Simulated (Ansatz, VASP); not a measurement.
**ZnCd2Se3 in VASP and in Ansatz**

Contents of INCAR:

```
SYSTEM = ZnCd2Se3
ALGO = Normal
EDIFF = 1E-6
ENCUT = 520
GGA = PE
ISIF = 2
ISMEAR = 0
LASPH = .TRUE.
LCHARG = .FALSE.
LREAL = .FALSE.
LWAVE = .FALSE.
NBANDS = 66
NELM = 100
PREC = Accurate
SIGMA = 0.1
```

The input KPOINTS:

```
k-points
0
G
  6 6 1
  0 0 0
```

Contents of POSCAR:

```
ZnCd2Se3
1.0
    4.2620252530     -0.0000000289      0.0000000000
   -2.1310126015      3.6910221551      0.0000000000
    0.0000000000      0.0000000000     21.0884345000
Zn Cd Se
2 4 6
Direct
    0.3333333333      0.6666666667      0.6680060000
    0.6666666667      0.3333333333      0.1680060000
    0.3333333333      0.6666666667      0.0062530000
    0.3333333333      0.6666666667      0.3324610000
    0.6666666667      0.3333333333      0.5062530000
    0.6666666667      0.3333333333      0.8324610000
    0.3333333333      0.6666666667      0.1333440000
    0.3333333333      0.6666666667      0.4591140000
    0.3333333333      0.6666666667      0.7858210000
    0.6666666667      0.3333333333      0.2858210000
    0.6666666667      0.3333333333      0.6333440000
    0.6666666667      0.3333333333      0.9591140000
```

Input for Ansatz:

```yaml
crystal:
  lattice:
    - [4.262025253, -2.89e-08, 0.0]
    - [-2.1310126015, 3.6910221551, 0.0]
    - [0.0, 0.0, 21.0884345]
  atoms:
    - { symbol: Zn, position: [0.3333333333, 0.6666666667, 0.668006] }
    - { symbol: Zn, position: [0.6666666667, 0.3333333333, 0.168006] }
    - { symbol: Cd, position: [0.3333333333, 0.6666666667, 0.006253] }
    - { symbol: Cd, position: [0.3333333333, 0.6666666667, 0.332461] }
    - { symbol: Cd, position: [0.6666666667, 0.3333333333, 0.506253] }
    - { symbol: Cd, position: [0.6666666667, 0.3333333333, 0.832461] }
    - { symbol: Se, position: [0.3333333333, 0.6666666667, 0.133344] }
    - { symbol: Se, position: [0.3333333333, 0.6666666667, 0.459114] }
    - { symbol: Se, position: [0.3333333333, 0.6666666667, 0.785821] }
    - { symbol: Se, position: [0.6666666667, 0.3333333333, 0.285821] }
    - { symbol: Se, position: [0.6666666667, 0.3333333333, 0.633344] }
    - { symbol: Se, position: [0.6666666667, 0.3333333333, 0.959114] }
basis:
  ecutwfc: 420
kpoints:
  mp_grid: { grid: [6, 6, 1] }
hamiltonian:
  xc: pbe
scf:
  occupations: { method: gaussian, width: 0.1 }
  lower_state_search: "off"
output:
  forces: true
  stress: true
  eigenvalues: true
```

Alike in both runs: task single point; functional PBE; k mesh 6 × 6 × 1; occupations gaussian, width 0.1 eV; no spin polarisation.

|  | VASP | Ansatz |
| --- | --- | --- |
| version | VASP 6.6.1 | Ansatz 0.2.0 |
| potentials or method | VASP PAW PBE potentials, release 64 (Zn, Cd, Se), cutoff 520 eV | scalar-relativistic, plane waves, PAW |
| valence electrons in the cell | 108 | 200 |

|  | VASP | Ansatz | Ansatz less VASP |
| --- | --- | --- | --- |
| gap on the k mesh at the Fermi level (eV) | 0.58 | 0.58 | +0.003 |
| least direct gap on the mesh (eV) | 0.58 | 0.58 | +0.003 |
| pressure (GPa) | 0.3 | 0.0 | -0.25 |
| rms of the force components (eV/Å) | 0.005 | 0.001 | -0.0042 |

Atom by atom the forces differ by 0.005 eV/Å (rms over components). VASP's potentials hold 108 valence electrons a cell and Ansatz's 200, so a difference there can come from the potentials and not from the codes.
